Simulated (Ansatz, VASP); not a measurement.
One calculation of CaO, two programs

```xyz
2
Lattice="0.0000 2.4490 2.4490 2.4490 0.0000 2.4490 2.4490 2.4490 0.0000" Properties=species:S:1:pos:R:3 pbc="T T T"
Ca    0.3125    0.0000    0.0000
O     2.4490    2.4490    2.4490
```

Change from the starting cell: all Ca atoms moved +0.312 Å, as atom 1 along Cartesian [1 0 0].

Alike in both runs: task single point; functional r2SCAN; k mesh 8 × 8 × 8; occupations gaussian, width 0.05 eV; no spin polarisation.

```csv
,VASP,Ansatz
version,VASP 6.6.1,Ansatz 0.2.0
potentials or method,"VASP PAW PBE potentials, release 64 (Ca_sv, O), cutoff 520 eV","scalar-relativistic, plane waves, PAW"
valence electrons in the cell,16,16
```

```tsv
	VASP	Ansatz	Ansatz less VASP
gap on the k mesh at the Fermi level (eV)	4.45	4.46	+0.013
least direct gap on the mesh (eV)	4.66	4.67	+0.012
pressure (GPa)	-1.5	-2.5	-0.99
traceless stress, the component that is largest in VASP (GPa)	8.98	8.41	-0.570
rms of the force components (eV/Å)	0.801	0.739	-0.0623
```

VASP's potentials were made for PBE, not for r2SCAN. Atom by atom the forces differ by 0.062 eV/Å (rms over components).
